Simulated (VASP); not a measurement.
Runs of VASP 6.6.1 on MnO. The structure is that of space group Fm-3m (No. 225), or close to it. The cells are those of the table. 

```csv
task,cell,gap on the mesh (eV),pressure (GPa),moment (μB)
single point,"a = 3.111 Å, angles 61.3°, 2 atoms",none,-17.2,4.54
single point,"a = 3.158 Å, angles 59.3°, 2 atoms",none,-17.2,4.54
single point,"a = 3.174, b = 3.174, c = 3.142 Å, angles 60.3, 60.3, 59.3°, 2 atoms",none,-18.5,(a)
electric field gradients,"a = 3.127, b = 3.127, c = 3.111 Å, angles 60.2, 60.2, 59.7°, 2 atoms",none,-15.7,4.47
```

Alike in all rows: level LDA; potentials or basis VASP PAW LDA potentials, release 64 (Mn_pv, O); spin collinear, ferromagnetic start; k mesh 16 × 16 × 16; cutoff (eV) 520; smearing fermi-dirac 0.05 eV.

Estimate the missing entries.

(a) 4.59.

Caveats: the cell stands under tension; a cell with one magnetic atom can't hold antiferromagnetic order, which such compounds often take; semilocal functionals often make such compounds metallic where correlation or magnetic order opens a gap, which also shifts bond lengths.

A gap of «none» marks levels without a gap at the run's occupations.
